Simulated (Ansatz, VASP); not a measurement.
## One calculation of Al3P2, two programs

File INCAR:

```
SYSTEM = Al3P2
PREC = Accurate ; ENCUT = 600
EDIFF = 1E-6 ; ISMEAR = 0
SIGMA = 0.1 ; LREAL = .False.
LASPH = .True. ; NELM = 100
ALGO = Normal ; ISIF = 3
LWAVE = .False. ; LCHARG = .False.
GGA = PE ; IBRION = 2
NSW = 100 ; EDIFFG = -0.01
```

KPOINTS

```
regular mesh
0
Gamma
  12 12 6
  0 0 0
```

POSCAR

```
Al3P2
1.0
    3.9935776384      0.0000000000      0.0000000000
   -1.9967888192      3.4585396868      0.0000000000
    0.0000000000      0.0000000000      6.5279867979
Al P
3 2
Direct
    0.0000000000      0.0000000000      0.7139429166
    0.0000000000      0.0000000000      0.2860570834
    0.6666666667      0.3333333333      0.0000000000
    0.6666666667      0.3333333333      0.5000000000
    0.3333333333      0.6666666667      0.0000000000
```

Input for Ansatz:

```yaml
crystal:
  lattice:
    - [3.9935776384, 0.0, 0.0]
    - [-1.9967888192, 3.4585396868, 0.0]
    - [0.0, 0.0, 6.5279867979]
  atoms:
    - { symbol: Al, position: [0.0, 0.0, 0.7139429166] }
    - { symbol: Al, position: [0.0, 0.0, 0.2860570834] }
    - { symbol: Al, position: [0.6666666667, 0.3333333333, 0.0] }
    - { symbol: P, position: [0.6666666667, 0.3333333333, 0.5] }
    - { symbol: P, position: [0.3333333333, 0.6666666667, 0.0] }
basis:
  ecutwfc: 420
kpoints:
  mp_grid: { grid: [12, 12, 6] }
hamiltonian:
  xc: pbe
scf:
  occupations: { method: gaussian, width: 0.1 }
output:
  forces: true
  stress: true
  eigenvalues: true
  write_density: true
  write_potential: true
  elf: true
  volumetric_format: npy
relax:
  adjacent_minimum: "off"
  f_tol: 0.01
  max_steps: 80
  cell: { stress_tol: 0.05 }
```

Change from the starting cell: species swapped into the Fe3Ge2 type (P-6m2, No. 187).

Alike in both runs: task relaxation of cell and atoms; functional PBE; k mesh 12 × 12 × 6; occupations gaussian, width 0.1 eV; no spin polarisation.

|  | VASP | Ansatz |
| --- | --- | --- |
| version | VASP 6.6.1 | Ansatz 0.2.0 |
| potentials or method | VASP PAW PBE potentials, release 64 (Al, P), cutoff 600 eV | scalar-relativistic, plane waves, PAW |
| valence electrons in the cell | 19 | 19 |

Ansatz gave:

```
gap on the k mesh at the Fermi level, each at its own relaxed structure (eV) : none
relaxed volume (Å³/atom)                                                     : 18.25
relaxed length of the cell vector where the two differ most in proportion (Å)              : 6.694
```

Estimate VASP's values.

gap on the k mesh at the Fermi level, each at its own relaxed structure (eV): none; relaxed volume (Å³/atom): 18.23; relaxed length of the cell vector where the two differ most in proportion (Å): 6.688.

A gap of «none» marks a metal or a gap that the smearing closes.
